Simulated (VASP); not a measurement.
# Al23N25 (a cell with a defect) in VASP: further runs, part 2 of 2

VASP 6.6.1. Earlier steps stand in the parts before.

### 3 Single point, PBE, collinear spin

INCAR reads:

```
PREC = Accurate
ENCUT = 520
EDIFF = 1E-6
ISMEAR = 0
SIGMA = 0.01
LREAL = Auto
LASPH = True
NELM = 150
ALGO = Normal
ISIF = 2
LWAVE = False
LCHARG = True
ISPIN = 2
MAGMOM = 0.2 0.2 0 0 0 0 0 0 0 0 0 0 0 0.2 0 0 0.2 0 0 0 0 0 0 0.2 0 0 0 0 0 0 0 0 0 0 0 0 0 0 0 0 0 0 0 0 0 0 0 0
LORBIT = 11
GGA = PE
LVHAR = True
NBANDS = 131
NELECT = 193.0
KPAR = 2
NCORE = 2
```

KPOINTS reads:

```
Automatic mesh
0
Gamma
  2 2 2
  0.5 0.5 0.5
```

POSCAR reads:

```
Al23N25
1.0
    3.1302084199     -5.4216800216      5.0180433219
    3.1302084199      5.4216800216      5.0180433219
   -6.2604168399      0.0000000000      5.0180433219
N Al
25 23
Direct
    0.6866980132      0.3533646798      0.5200313465
    0.7727757670      0.4394424336      0.6061091003
    0.1258503019      0.7925169685      0.9591836352
    0.4578186819      0.6277132479      0.7928049794
    0.9610465813      0.6261383127      0.2911520153
    0.2948036565      0.4600430177      0.1258538724
    0.6253076724      0.7960998684      0.4613175056
    0.9594716461      0.1244853486      0.7943799146
    0.2925205390      0.9614703231      0.6267096844
    0.6279841723      0.2919743390      0.9627665351
    0.7933763511      0.9591872057      0.1281369898
    0.1294332017      0.2946508389      0.4586410057
    0.4607336113      0.1274002779      0.2940669446
    0.4558461525      0.2950563833      0.6351617075
    0.7920490098      0.6234696292      0.9551494296
    0.1218160962      0.4587156765      0.7901362959
    0.6283897166      0.4684950409      0.2891794858
    0.9620650809      0.2931054293      0.1258216547
    0.2924883213      0.6287317476      0.4597720959
    0.6264387626      0.9591549880      0.7953984142
    0.9568029626      0.7884827629      0.6253823431
    0.2937623652      0.1265441666      0.9603292104
    0.4598774999      0.7936625437      0.1270956985
    0.8018283742      0.1225128191      0.4617230499
    0.1269958771      0.9604290318      0.2932108332
    0.9994663450      0.6661330117      0.8327996783
    0.3311089541      0.5027687158      0.6642957929
    0.8361020492      0.4976291262      0.1644422875
    0.1675080815      0.3326300681      0.9989387306
    0.4977315524      0.6695945227      0.3348722264
    0.8309624595      0.9977756208      0.6694353825
    0.1656053973      0.8341747481      0.4992967348
    0.5015388931      0.1643982191      0.8362611893
    0.6659634014      0.8322720639      1.0008414148
    1.0029278560      0.1682055598      0.3310648858
    0.3336228287      1.0002894954      0.1669561621
    0.6544751766      0.4982114250      0.8422541523
    1.0005500732      0.8345735757      0.1654968579
    0.3321635245      0.6672167399      1.0012402423
    0.8315447584      0.6755874856      0.4878085099
    0.1682692493      0.5009496111      0.3317974492
    0.4984641159      0.8349359160      0.6676162778
    0.8342829445      0.1651307826      1.0016025827
    0.1679069090      0.9988301912      0.8338834065
    0.5005775074      0.3326702249      0.1714564649
    0.6660035582      1.0047897983      0.3339108407
    1.0089208190      0.3211418432      0.6648780917
    0.3381231316      0.1672441741      0.4993368915
```

Potentials or basis: VASP PAW PBE potentials, release 64 (N, Al).

Started as:

```
> cat potpaw_PBE.64/N/POTCAR potpaw_PBE.64/Al/POTCAR > POTCAR
> mpirun -np 4 vasp_std > vasp.out
```

OUTCAR:

```text
PREC = Accurate
   ENCUT = 520
   EDIFF = 1E-6
   ISMEAR = 0
   LREAL = Auto
   LASPH = True
   NELM = 150
   ISIF = 2
   ISPIN = 2
   LORBIT = 11
   GGA = PE
   NELECT = 193.0

 ion  position               nearest neighbor table
   1  0.687  0.353  0.520-   2 1.30
   2  0.773  0.439  0.606-   1 1.30  40 2.12  47 2.12  37 2.12
   3  0.126  0.793  0.959-  39 1.90  44 1.90  38 1.90  26 1.90
   4  0.458  0.628  0.793-  37 1.87  42 1.90  27 1.91  39 1.91
   5  0.961  0.626  0.291-  40 1.87  41 1.90  28 1.91  38 1.91
   6  0.295  0.460  0.126-  39 1.90  41 1.90  45 1.91  29 1.92
   7  0.625  0.796  0.461-  40 1.86  42 1.90  30 1.91  46 1.92
   8  0.959  0.124  0.794-  47 1.87  43 1.90  31 1.91  44 1.91
   9  0.293  0.961  0.627-  44 1.90  42 1.90  48 1.91  32 1.92
  10  0.628  0.292  0.963-  37 1.86  43 1.90  33 1.91  45 1.92
  11  0.793  0.959  0.128-  38 1.90  43 1.90  46 1.91  34 1.92
  12  0.129  0.295  0.459-  47 1.86  41 1.90  35 1.91  48 1.92
  13  0.461  0.127  0.294-  46 1.88  48 1.88  45 1.88  36 1.91
[... 794 lines left out ...]
  external PRESSURE =     -35.8834565 kB  Pullay stress =       0.0000000 kB

 VOLUME and BASIS-vectors are now :
 -----------------------------------------------------------------------------
  energy-cutoff  :      520.00
  volume of cell :      510.97
      direct lattice vectors                 reciprocal lattice vectors
     3.130208420 -5.421680022  5.018043322     0.053244591 -0.092222337  0.066426954
     3.130208420  5.421680022  5.018043322     0.053244591  0.092222337  0.066426954
    -6.260416840  0.000000000  5.018043322    -0.106489182  0.000000000  0.066426954

 POSITION                                       TOTAL-FORCE (eV/Angst)
 -----------------------------------------------------------------------------------
     -0.00000     -1.80723      7.82862         0.000000      0.000000     -0.188138
     -0.00000     -1.80723      9.12445        -0.000000      0.000000      0.197694
     -3.13021      3.61445      9.42163        -0.000000      0.000000      0.000628
     -1.56535      0.92111      9.42558         0.001576      0.004761     -0.004038
      3.14549     -1.81577      9.42558         0.003335     -0.003746     -0.004038
      1.57493      0.89587      4.41939        -0.004835     -0.000377     -0.002021
[... 40 lines left out ...]
     -3.12925      1.69276      4.99266        -0.004463      0.005710      0.005762
     -1.54415     -0.92645      5.04165        -0.004332      0.006380     -0.005237
 -----------------------------------------------------------------------------------
    total drift:                               -0.000003      0.000002     -0.007666

  FREE ENERGIE OF THE ION-ELECTRON SYSTEM (eV)
  ---------------------------------------------------
  free  energy   TOTEN  =      -359.4158509266 eV

  energy  without entropy=     -359.4158509266  energy(sigma->0) =     -359.41585093

 total charge

# of ion       s       p       d       tot
------------------------------------------
    1        1.344   2.151   0.000   3.495
    2        1.238   2.598   0.000   3.836
    3        1.221   2.624   0.000   3.845
    4        1.222   2.627   0.000   3.849
    5        1.222   2.627   0.000   3.849
    6        1.221   2.618   0.000   3.839
[... 40 lines left out ...]
   47        0.370   0.413   0.000   0.784
   48        0.363   0.426   0.000   0.789
--------------------------------------------------
tot         39.168  74.430   0.000 113.599

 magnetization (x)

# of ion       s       p       d       tot
------------------------------------------
    1        0.081   0.001   0.000   0.081
    2        0.000  -0.015   0.000  -0.015
    3       -0.000   0.000   0.000   0.000
    4       -0.000  -0.001   0.000  -0.001
    5       -0.000  -0.001   0.000  -0.001
    6        0.000   0.002   0.000   0.003
[... 40 lines left out ...]
   47       -0.001  -0.001   0.000  -0.002
   48       -0.001  -0.000   0.000  -0.001
--------------------------------------------------
tot          0.120   0.587   0.000   0.706
```

OSZICAR:

```text
N       E                     dE             d eps       ncg     rms          rms(c)
DAV:   1     0.822111574040E+03    0.82211E+03   -0.90359E+04  1048   0.134E+03
DAV:   2    -0.324265749166E+03   -0.11464E+04   -0.10947E+04  1316   0.271E+02
DAV:   3    -0.411743392773E+03   -0.87478E+02   -0.86493E+02  1264   0.782E+01
DAV:   4    -0.413141922819E+03   -0.13985E+01   -0.13939E+01  1248   0.108E+01
DAV:   5    -0.413172096514E+03   -0.30174E-01   -0.30146E-01  1256   0.151E+00    0.415E+01
DAV:   6    -0.360226909611E+03    0.52945E+02   -0.21958E+02  1232   0.363E+01    0.167E+01
DAV:   7    -0.359935992502E+03    0.29092E+00   -0.12145E+01  1240   0.116E+01    0.108E+01
DAV:   8    -0.359438019110E+03    0.49797E+00   -0.12293E+00  1248   0.483E+00    0.684E+00
DAV:   9    -0.359460841444E+03   -0.22822E-01   -0.10469E+00  1208   0.317E+00    0.200E+00
DAV:  10    -0.359411037144E+03    0.49804E-01   -0.10220E-01  1280   0.123E+00    0.935E-01
DAV:  11    -0.359412450219E+03   -0.14131E-02   -0.66515E-02  1240   0.709E-01    0.513E-01
DAV:  12    -0.359414562180E+03   -0.21120E-02   -0.40899E-03  1144   0.206E-01    0.260E-01
DAV:  13    -0.359415689115E+03   -0.11269E-02   -0.13525E-03  1168   0.125E-01    0.848E-02
DAV:  14    -0.359415830023E+03   -0.14091E-03   -0.24950E-04  1192   0.535E-02    0.336E-02
DAV:  15    -0.359415844788E+03   -0.14765E-04   -0.34830E-05  1216   0.195E-02    0.163E-02
DAV:  16    -0.359415850416E+03   -0.56279E-05   -0.15763E-05  1160   0.122E-02    0.644E-03
DAV:  17    -0.359415850927E+03   -0.51053E-06   -0.18400E-06   912   0.507E-03
   1 F= -.35941585E+03 E0= -.35941585E+03  d E =-.576272E-35  mag=     1.0000
```

Run time: 91 s. Hardware: 4 MPI ranks of Oxide Virtual Turin-like, shared host; peak memory 0.43 GiB.

Results:

```yaml
Free_energy: -359.4159 eV
Largest_force: 0.198 eV/Å
Net_moment: 1.00 μB per cell
Site_moments: N +0.08, -0.01, +0.00, -0.00, +0.01, +0.19 (each value once); Al +0.00, -0.00 (each value once) μB
Valence_electrons_inside_the_program's_atomic_spheres: N 3.50, 3.84, 3.85, 3.86, 3.72, 3.83 (each value once); Al 0.80, 0.79, 0.78 (each value once)
```

Forces on the atoms (eV/Å):
```
N    0.000  0.000 -0.188
N    0.000  0.000  0.198
N    0.000  0.000  0.001
N    0.002  0.005 -0.004
N    0.003 -0.004 -0.004
N   -0.005  0.000 -0.002
N   -0.001  0.007 -0.003
N   -0.005 -0.001 -0.004
N    0.003 -0.004 -0.002
N   -0.006 -0.004 -0.003
N    0.002  0.004 -0.002
N    0.006 -0.003 -0.003
N    0.000  0.000  0.010
N   -0.006  0.007 -0.007
N   -0.003 -0.001  0.003
N    0.002 -0.002  0.003
N    0.009  0.002 -0.007
N   -0.005  0.002  0.002
N    0.001 -0.005  0.002
N    0.004  0.004  0.002
N    0.001  0.003  0.003
N    0.002  0.000  0.002
N   -0.001 -0.001  0.002
N   -0.003 -0.008 -0.007
N   -0.001  0.001  0.002
Al   0.000  0.000  0.003
Al  -0.002  0.003  0.005
Al   0.004  0.000  0.005
Al   0.002  0.003  0.003
Al  -0.005 -0.001  0.001
Al  -0.002 -0.004  0.005
Al  -0.003  0.000  0.003
Al   0.003 -0.004  0.001
Al   0.002 -0.003  0.003
Al   0.002  0.005  0.001
Al   0.000  0.000 -0.003
Al   0.007  0.001  0.006
Al  -0.004 -0.002 -0.006
Al   0.004 -0.003 -0.006
Al  -0.003 -0.007  0.006
Al   0.002  0.001 -0.002
Al  -0.002  0.002 -0.002
Al   0.000 -0.002 -0.002
Al   0.001  0.005 -0.006
Al   0.008  0.001 -0.005
Al  -0.003 -0.007 -0.005
Al  -0.004  0.006  0.006
Al  -0.004  0.006 -0.005
```

Caveat: the cell carries a net charge on a neutralising background, which shifts energy and pressure; the cell is charged against a uniform background, so pressure and absolute levels hang on convention.
